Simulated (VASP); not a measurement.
# Se (P3_121) in VASP: further runs

Runs on Se. Level: PBEsol. Tasks: electric field gradients.

All numbers are computed with VASP 6.6.1; they aren't measurements. Logs are shortened: lines on timing, memory, paths and dates and some standing lists are left out, and cuts for length are marked.

**1. The cell of the first run**

The structure is trigonal, space group P3_121 (No. 152). The conventional cell has a = 4.395 Å, b = 4.395 Å, c = 4.986 Å, α = 90.00°, β = 90.00°, γ = 120.00°. Se (site symmetry 2) has 2 Se at 2.39 Å within 3.2 Å.

**2. Electric field gradients, PBEsol (volume scaled by 1.02)**

The input, INCAR:

```
ALGO     = Normal         # electronic algorithm
EDIFF    = 1E-8           # SCF threshold, eV
ENCUT    = 520            # plane-wave cutoff, eV
GGA      = PS             # functional
ISIF     = 2              # what is computed and relaxed
ISMEAR   = -1             # smearing method
LASPH    = T              # aspherical terms in the spheres
LCHARG   = F              # write CHGCAR
LEFG     = T            
LREAL    = F              # projectors in reciprocal space
LWAVE    = F              # write WAVECAR
NBANDS   = 16             # bands
NELM     = 80             # most SCF steps
PREC     = Accurate       # precision mode
SIGMA    = 0.03           # smearing width, eV
```

The input, KPOINTS:

```
k-points
0
Gamma
  6 6 5
```

The input, POSCAR:

```
Se
1.0
    4.3951160230      0.0000000000      0.0000000000
   -2.1975580116      3.8062821286      0.0000000000
    0.0000000000      0.0000000000      4.9864062541
Se
3
Direct
    0.2254000000      0.0000000000      0.3333333333
    0.0000000000      0.2254000000      0.6666666667
    0.7746000000      0.7746000000      0.0000000000
```

Potentials or basis: VASP PAW PBE potentials, release 64 (Se).

Command:

```sh
$ cat potpaw_PBE.64/Se/POTCAR > POTCAR
$ mpirun -np 1 vasp_std > vasp.out
```

OUTCAR:

```text
EDIFF = 1E-8
   ENCUT = 520
   GGA = PS
   ISIF = 2
   ISMEAR = -1
   LASPH = T
   LREAL = F
   NELM = 80
   PREC = Accurate

 ion  position               nearest neighbor table
   1  0.225  0.000  0.333-   3 2.39   2 2.39
   2  0.000  0.225  0.667-   3 2.39   1 2.39
   3  0.775  0.775  0.000-   1 2.39   2 2.39

  LATTYP: Found a hexagonal cell.
 ALAT       =     4.3951160230
 C/A-ratio  =     1.1345334749

  Lattice vectors:

 A1 = (   4.3951160230,   0.0000000000,   0.0000000000)
 A2 = (  -2.1975580116,   3.8062821286,   0.0000000000)
 A3 = (   0.0000000000,   0.0000000000,   4.9864062541)

Analysis of symmetry for initial positions (statically):
=====================================================================
 Subroutine PRICEL returns:
 Original cell was already a primitive cell.

 Routine SETGRP: Setting up the symmetry group for a
 hexagonal supercell.

 Subroutine GETGRP returns: Found  6 space group operations
 (whereof  2 operations were pure point group operations)
 out of a pool of 24 trial point group operations.

The static configuration has the point symmetry C_2 .
 The point group associated with its full space group is D_3 .

Analysis of symmetry for dynamics (positions and initial velocities):
=====================================================================
 Subroutine PRICEL returns:
 Original cell was already a primitive cell.

 Routine SETGRP: Setting up the symmetry group for a
 hexagonal supercell.

 Subroutine GETGRP returns: Found  6 space group operations
 (whereof  2 operations were pure point group operations)
 out of a pool of 24 trial point group operations.

The dynamic configuration has the point symmetry C_2 .
 The point group associated with its full space group is D_3 .

 Subroutine INISYM returns: Found  6 space group operations
 (whereof  2 operations are pure point group operations),
 and found     1 'primitive' translations

----------------------------------------------------------------------------------------

                                     Primitive cell

  volume of cell :      83.4178

  direct lattice vectors                    reciprocal lattice vectors
     4.395116023  0.000000000  0.000000000     0.227525279  0.131361781  0.000000000
    -2.197558012  3.806282129  0.000000000     0.000000000  0.262723562  0.000000000
     0.000000000  0.000000000  4.986406254     0.000000000  0.000000000  0.200545232

  length of vectors
     4.395116023  4.395116023  4.986406254     0.262723562  0.262723562  0.200545232

  position of ions in fractional coordinates (direct lattice)
     0.225400000  0.000000000  0.333333333
     0.000000000  0.225400000  0.666666667
     0.774600000  0.774600000  0.000000000

  ion indices of the primitive-cell ions
   primitive index   ion index
                 1           1
                 2           2
                 3           3

----------------------------------------------------------------------------------------

 KPOINTS: k-points

Automatic generation of k-mesh.
 Grid dimensions read from file:
 generate k-points for:    6    6    5

 Generating k-lattice:

  Cartesian coordinates                     Fractional coordinates (reciprocal lattice)
     0.037920880  0.021893630  0.000000000     0.166666667  0.000000000  0.000000000
     0.000000000  0.043787260  0.000000000     0.000000000  0.166666667  0.000000000
     0.000000000  0.000000000  0.040109046     0.000000000  0.000000000  0.200000000

  Length of vectors
     0.043787260  0.043787260  0.040109046

  Shift w.r.t. Gamma in fractional coordinates (k-lattice)
     0.000000000  0.000000000  0.000000000

 Subroutine IBZKPT returns following result:
 ===========================================

 Found     27 irreducible k-points:

 Following reciprocal coordinates:
            Coordinates               Weight
  0.000000  0.000000  0.000000      1.000000
  0.166667  0.000000  0.000000      6.000000
  0.333333  0.000000  0.000000      6.000000
  0.500000 -0.000000  0.000000      3.000000
  0.166667  0.166667  0.000000      6.000000
  0.333333  0.166667  0.000000     12.000000
[... 16 lines left out ...]
  0.500000 -0.000000  0.400000      6.000000
  0.166667  0.166667  0.400000     12.000000
 [... further k-points ...]
   k-points           NKPTS =     27   k-points in BZ     NKDIM =     27   number of bands    NBANDS=     16
   number of dos      NEDOS =    301   number of ions     NIONS =      3
   total plane-waves  NPLWV =  51840
   dimension x,y,z NGX =    36 NGY =   36 NGZ =   40
   dimension x,y,z NGXF=    72 NGYF=   72 NGZF=   80
   ions per type =               3
   NGX,Y,Z   is equivalent  to a cutoff of  13.62, 13.62, 13.34 a.u.
   NGXF,Y,Z  is equivalent  to a cutoff of  27.23, 27.23, 26.67 a.u.
 SYSTEM =  unknown system
   PREC   = accura    normal or accurate (medium, high low for compatibility)
   ISTART =      0    job   : 0-new  1-cont  2-samecut
   ICHARG =      2    charge: 1-file 2-atom 10-const
   ISPIN  =      1    spin polarized calculation?
   LNONCOLLINEAR =      F non collinear calculations
   LSORBIT =      F    spin-orbit coupling
   LASPH  =      T    aspherical Exc in radial PAW
   ENCUT  =  520.0 eV  38.22 Ry    6.18 a.u.   8.17  8.17  9.27*2*pi/ulx,y,z
   NELM   =     80;   NELMIN=  2; NELMDL= -5     # of ELM steps
   EDIFF  = 0.1E-07   stopping-criterion for ELM
   LREAL  =      F    real-space projection
   EDIFFG = 0.1E-06   stopping-criterion for IOM
   NSW    =      0    number of steps for IOM
   IBRION =     -1    ionic relax: 0-MD 1-quasi-New 2-CG
   NFREE  =      0    steps in history (QN), initial steepest desc. (CG)
   ISIF   =      2    stress and relaxation
   ISYM   =      2    0-nonsym 1-usesym 2-fastsym
   POTIM  = 0.5000    time-step for ionic-motion
   TEBEG  =    0.0;   TEEND  =   0.0 temperature during run
   PSTRESS=    0.0 pullay stress
   NELECT =      18.0000    total number of electrons
   NUPDOWN=      -1.0000    fix difference up-down
   EMIN   =  10.00;   EMAX   =-10.00  energy-range for DOS
   EFERMI =   0.00;   METHOD = LEGACY
   ISMEAR =    -1;   SIGMA  =   0.03  broadening in eV -4-tet -1-fermi 0-gaus
   EFERMI_NEDOS =   21; number of points for ismear=-14 and -15
   IALGO  =     38    algorithm
   IMIX   =      4    mixing-type and parameters
     AMIX     =   0.40;   BMIX     =  1.00
     AMIX_MAG =   1.60;   BMIX_MAG =  1.00
  volume/ion in A,a.u.               =      27.81       187.64
  Fermi-wavevector in a.u.,A,eV,Ry     =   0.981927  1.855574 13.118482  0.964181
  Thomas-Fermi vector in A             =   2.112971
   LORBIT       =      0    0 simple, 1 ext, 2 COOP (PROOUT), +10 PAW based schemes
   GGA     = PS    functional components
   LHFCALC =     F    Hartree Fock is set to
   AEXX    =    0.0000 exact exchange contribution
   IVDW    =     0    specifies the selected vdW correction
   LEPSILON=     F    determine dielectric tensor
   LRPA    =     F    only Hartree local field effects (RPA)
 non-spin polarized calculation
  energy-cutoff  :      520.00
  volume of cell :       83.42
 maximum number of plane-waves:      2258
 NGX is ok and might be reduce to    36
   NGX = 17   NGY = 17   NGZ = 19

 number of electron      18.0000000 magnetization

 Free energy of the ion-electron system (eV)
  ---------------------------------------------------
  ext. energy  EPLUGINS =         0.00000000
  ---------------------------------------------------
  free energy    TOTEN  =       -11.48399724 eV

  energy without entropy =      -11.48399724  energy(sigma->0) =      -11.48399724

 E-fermi :   2.9175     XC(G=0):  -8.9515

 val. band max:        2.2666867434   @ k =  -0.1667   0.5000   0.4000
 cond. band min:       3.5094240572   @ k =   0.0000   0.0000   0.4000
 fundamental gap:      1.2427373137
 Fermi energy:         2.9175298845

 k-point     1 :       0.0000    0.0000    0.0000
  band No.  band energies     occupation
      1     -13.3412      2.00000
      2      -9.3196      2.00000
      3      -9.3196      2.00000
      4      -1.4241      2.00000
      5      -1.4241      2.00000
      6      -1.3234      2.00000
[... 8 lines left out ...]
     15       8.7577      0.00000
     16      10.6917      0.00000

 k-point     2 :       0.1667    0.0000    0.0000
  band No.  band energies     occupation
      1     -13.2388      2.00000
      2      -9.4143      2.00000
      3      -9.3109      2.00000
      4      -2.0840      2.00000
      5      -1.7274      2.00000
      6      -1.1483      2.00000
[... 8 lines left out ...]
     15       9.5462      0.00000
     16      10.6816      0.00000

 k-point     3 :       0.3333    0.0000    0.0000
  band No.  band energies     occupation
      1     -13.0071      2.00000
      2      -9.6523      2.00000
      3      -9.2927      2.00000
      4      -2.5852      2.00000
      5      -2.1124      2.00000
      6      -1.1698      2.00000
[... 8 lines left out ...]
     15      10.8086      0.00000
     16      11.7390      0.00000

 k-point     4 :       0.5000   -0.0000    0.0000
  band No.  band energies     occupation
      1     -12.8730      2.00000
      2      -9.8002      2.00000
      3      -9.2831      2.00000
      4      -2.6921      2.00000
      5      -2.2748      2.00000
      6      -1.0142      2.00000
[... 8 lines left out ...]
     15      11.9675      0.00000
     16      12.0160      0.00000
[... 324 lines left out ...]
 k-point    22 :       0.0000    0.3333    0.4000
  band No.  band energies     occupation
      1     -12.3193      2.00000
      2     -11.5275      2.00000
      3      -7.9755      2.00000
      4      -3.1207      2.00000
      5      -2.0582      2.00000
      6      -1.4224      2.00000
[... 8 lines left out ...]
     15      10.1665      0.00000
     16      11.1611      0.00000

 k-point    23 :       0.5000   -0.0000    0.4000
  band No.  band energies     occupation
      1     -12.2142      2.00000
      2     -11.4385      2.00000
      3      -8.2356      2.00000
      4      -3.3463      2.00000
      5      -2.1938      2.00000
      6      -1.6036      2.00000
[... 8 lines left out ...]
     15      11.2002      0.00000
     16      11.5138      0.00000

 k-point    24 :       0.1667    0.1667    0.4000
  band No.  band energies     occupation
      1     -12.3750      2.00000
      2     -11.5584      2.00000
      3      -7.8664      2.00000
      4      -2.8816      2.00000
      5      -2.0124      2.00000
      6      -1.4240      2.00000
[... 8 lines left out ...]
     15      10.1855      0.00000
     16      10.5837      0.00000

 [... further k-points ...]
[... 5 lines left out ...]
  --------------------------------------------------------------------------------------
  -------------------------------------------------------------------------------------
  Total       -0.5345074     -0.5345074     -0.0795763      0.0000000      0.0000000     -0.0000000
  in kB      -10.2660956    -10.2660956     -1.5283950      0.0000000      0.0000000     -0.0000000
  external PRESSURE =      -7.3535287 kB  Pullay stress =       0.0000000 kB

 VOLUME and BASIS-vectors are now :
 -----------------------------------------------------------------------------
  energy-cutoff  :      520.00
  volume of cell :       83.42
      direct lattice vectors                 reciprocal lattice vectors
     4.395116023  0.000000000  0.000000000     0.227525279  0.131361781  0.000000000
    -2.197558012  3.806282129  0.000000000     0.000000000  0.262723562  0.000000000
     0.000000000  0.000000000  4.986406254     0.000000000  0.000000000  0.200545232

 POSITION                                       TOTAL-FORCE (eV/Angst)
 -----------------------------------------------------------------------------------
      0.99066      0.00000      1.66214         0.126358     -0.000000      0.000000
     -0.49533      0.85794      3.32427        -0.063179      0.109429     -0.000000
      1.70223      2.94835      0.00000        -0.063179     -0.109429     -0.000000
 -----------------------------------------------------------------------------------
    total drift:                                0.000000      0.000001     -0.000000

  FREE ENERGIE OF THE ION-ELECTRON SYSTEM (eV)
  ---------------------------------------------------
  free  energy   TOTEN  =       -11.4839972420 eV

  energy  without entropy=      -11.4839972419  energy(sigma->0) =      -11.48399724

 Electric field gradients (V/A^2)
---------------------------------------------------------------------
 ion       V_xx      V_yy      V_zz      V_xy      V_xz      V_yz
---------------------------------------------------------------------
   1     166.408  -335.085   168.677    -0.000    -0.000   325.389
   2    -209.712    41.035   168.677  -217.153  -281.795  -162.694
   3    -209.712    41.035   168.677   217.153   281.795  -162.694
---------------------------------------------------------------------

 Electric field gradients after diagonalization (V/A^2)
 (convention: |V_zz| > |V_xx| > |V_yy|)
----------------------------------------------------------------------
 ion       V_xx      V_yy      V_zz     asymmetry (V_yy - V_xx)/ V_zz
----------------------------------------------------------------------
   1     328.284   166.408  -494.692       0.327
   2     328.284   166.408  -494.692       0.327
   3     328.283   166.408  -494.691       0.327
----------------------------------------------------------------------

           NMR quadrupolar parameters

 Cq : quadrupolar parameter    Cq=e*Q*V_zz/h
 eta: asymmetry parameters     (V_yy - V_xx)/ V_zz
 Q  : nuclear electric quadrupole moment in mb (millibarn)
----------------------------------------------------------------------
 ion       Cq(MHz)       eta       Q (mb)
----------------------------------------------------------------------
   1      -1.196       0.327       1.000
   2      -1.196       0.327       1.000
   3      -1.196       0.327       1.000
----------------------------------------------------------------------
```

Wall time 37 s (1 thread of Intel Xeon Platinum 8375C at 2.90GHz (Ice Lake), shared host); peak memory 0.21 GiB.

Results:

```yaml
Free_energy: -11.4840 eV
Pressure: -0.7 GPa
Largest_force: 0.126 eV/Å
Band_gap_on_the_k_mesh: 1.24 eV, indirect (least direct gap 1.42 eV)
```

Forces in eV/Å, atoms in the order of the input:
```
Se   0.126  0.000  0.000
Se  -0.063  0.109  0.000
Se  -0.063 -0.109  0.000
```

Electric field gradients, principal values (V/Å²):
| atom | least | middle | greatest (by size) |
| --- | --- | --- | --- |
| 1 Se | 166.408 | 328.284 | -494.692 |
| 2 Se | 166.408 | 328.284 | -494.692 |
| 3 Se | 166.408 | 328.283 | -494.691 |

Caveat: without QUAD_EFG the Cq values of the log hold for a quadrupole moment of 1 mb, not for the nuclei; the PAW data sets were made with another functional, which shifts forces and pressure a little. A k mesh can miss the band edges.

**3. Electric field gradients, PBEsol (volume scaled by 1.02)**

The input, INCAR:

```
SYSTEM = Se
PREC = Accurate
ENCUT = 520
EDIFF = 1E-8
ISMEAR = -1
SIGMA = 0.03
LREAL = .FALSE.
LASPH = .TRUE.
NELM = 100
ALGO = Normal
ISIF = 2
LWAVE = .FALSE.
LCHARG = .FALSE.
GGA = PS
LEFG = .TRUE.
NBANDS = 16
```

The input, KPOINTS:

```
regular mesh
0
G
  6 6 5
  0 0 0
```

POSCAR is that of step 2.

Potentials or basis: VASP PAW PBE potentials, release 64 (Se).

Command:

```sh
$ cat potpaw_PBE.64/Se/POTCAR > POTCAR
$ mpirun -np 1 vasp_std > vasp.out
```

OUTCAR:

```text
SYSTEM = Se
   PREC = Accurate
   ENCUT = 520
   EDIFF = 1E-8
   ISMEAR = -1
   LREAL = .FALSE.
   LASPH = .TRUE.
   NELM = 100
   ISIF = 2
   GGA = PS

 ion  position               nearest neighbor table
   1  0.225  0.000  0.333-   3 2.39   2 2.39
   2  0.000  0.225  0.667-   3 2.39   1 2.39
   3  0.775  0.775  0.000-   1 2.39   2 2.39

  LATTYP: Found a hexagonal cell.
 ALAT       =     4.3951160230
 C/A-ratio  =     1.1345334749

  Lattice vectors:

 A1 = (   4.3951160230,   0.0000000000,   0.0000000000)
[... 676 lines left out ...]

  energy  without entropy=      -11.4839972419  energy(sigma->0) =      -11.48399724

 Electric field gradients (V/A^2)
---------------------------------------------------------------------
 ion       V_xx      V_yy      V_zz      V_xy      V_xz      V_yz
---------------------------------------------------------------------
   1     166.408  -335.085   168.677    -0.000    -0.000   325.389
   2    -209.712    41.035   168.677  -217.153  -281.795  -162.694
   3    -209.712    41.035   168.677   217.153   281.795  -162.694
---------------------------------------------------------------------

 Electric field gradients after diagonalization (V/A^2)
 (convention: |V_zz| > |V_xx| > |V_yy|)
----------------------------------------------------------------------
 ion       V_xx      V_yy      V_zz     asymmetry (V_yy - V_xx)/ V_zz
----------------------------------------------------------------------
   1     328.284   166.408  -494.692       0.327
   2     328.284   166.408  -494.692       0.327
   3     328.283   166.408  -494.691       0.327
----------------------------------------------------------------------

           NMR quadrupolar parameters

 Cq : quadrupolar parameter    Cq=e*Q*V_zz/h
 eta: asymmetry parameters     (V_yy - V_xx)/ V_zz
 Q  : nuclear electric quadrupole moment in mb (millibarn)
----------------------------------------------------------------------
 ion       Cq(MHz)       eta       Q (mb)
----------------------------------------------------------------------
   1      -1.196       0.327       1.000
   2      -1.196       0.327       1.000
   3      -1.196       0.327       1.000
----------------------------------------------------------------------
```

It took 38 s on 1 thread of Intel Xeon Platinum 8375C at 2.90GHz (Ice Lake), shared host; peak memory 0.21 GiB.

Results:

```
Free energy            : -11.4840 eV
Pressure               : -0.7 GPa
Largest force          : 0.126 eV/Å
Band gap on the k mesh : 1.24 eV, indirect (least direct gap 1.42 eV)
```

Forces on the atoms (eV/Å):
```
Se   0.126  0.000  0.000
Se  -0.063  0.109  0.000
Se  -0.063 -0.109  0.000
```

Stress tensor (GPa, compression positive):
```
-1.03  0.00  0.00
 0.00 -1.03  0.00
 0.00  0.00 -0.15
```

Levels at points of the mesh, in eV from the valence-band top:
```csv
k point,band 6,band 7,band 8,band 9,band 10,band 11,band 12,band 13
"(0.00, 0.00, 0.00)",-3.59,-1.89,-1.89,-0.28,1.92,1.92,2.22,6.02
"(0.50, 0.00, 0.00)",-3.28,-2.76,-1.65,-0.87,1.96,2.36,4.11,5.29
```

Electric field gradients, principal values (V/Å²):
```
atom    least   middle  greatest (by size)
1 Se  166.408  328.284            -494.692
2 Se  166.408  328.284            -494.692
3 Se  166.408  328.283            -494.691
```

Caveat: without QUAD_EFG the Cq values of the log hold for a quadrupole moment of 1 mb, not for the nuclei; the PAW data sets were made with another functional, which shifts forces and pressure a little.

(Continued in part 2 of 2.)
